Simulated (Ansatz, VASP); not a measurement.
**Ta: VASP and Ansatz over several settings**

```
Ta
1.0
    -1.65128    1.65128    1.65128
     1.65128   -1.65128    1.65128
     1.65128    1.65128   -1.65128
Ta
1
Direct
  0.00000 0.00000 0.00000
```

Single points on this cell with VASP 6.6.1 and Ansatz 0.2.0. Each row is one pair of runs. Alike in all rows: spin: off; k mesh: 11 × 11 × 11; VASP's potentials, cutoff: VASP PAW PBE potentials, release 64 (Ta_pv), 520 eV.

```tsv
level	smearing	Ansatz's potentials, cutoff	gap on the k mesh at the Fermi level (eV), VASP	gap on the k mesh at the Fermi level (eV), Ansatz	pressure (GPa), VASP	pressure (GPa), Ansatz
PBE	gaussian, width 0.013 eV	Ansatz PAW, 420 eV	none	none	2.2	2.1
PBE	gaussian, width 0.014 eV	Ansatz PAW, 420 eV	none	none	2.3	2.1
PBE	gaussian, width 0.016 eV	Ansatz PAW, 420 eV	none	none	2.2	2.1
PBE	gaussian, width 0.017 eV	Ansatz PAW, 420 eV	none	none	2.2	2.1
PBE	gaussian, width 0.018 eV	Ansatz PAW, 420 eV	none	none	2.2	2.1
PBE	gaussian, width 0.021 eV	Ansatz PAW, 420 eV	none	none	2.2	2.1
r2SCAN	fermi-dirac, width 0.05 eV	Ansatz PAW, 500 eV	none	none	0.7	0.1
PBE	gaussian, width 0.011 eV	Ansatz PAW, 420 eV	?	none	?	2.1
```

Problem. Fill in what VASP gave in row 8.

Solution. gap on the k mesh at the Fermi level (eV): none; pressure (GPa): 2.2.

VASP's potentials hold 11 valence electrons a cell and Ansatz's 13, so a difference there can come from the potentials and not from the codes.

A gap of «none» marks a metal or a gap that the smearing closes.

Neither program's run includes spin-orbit coupling.
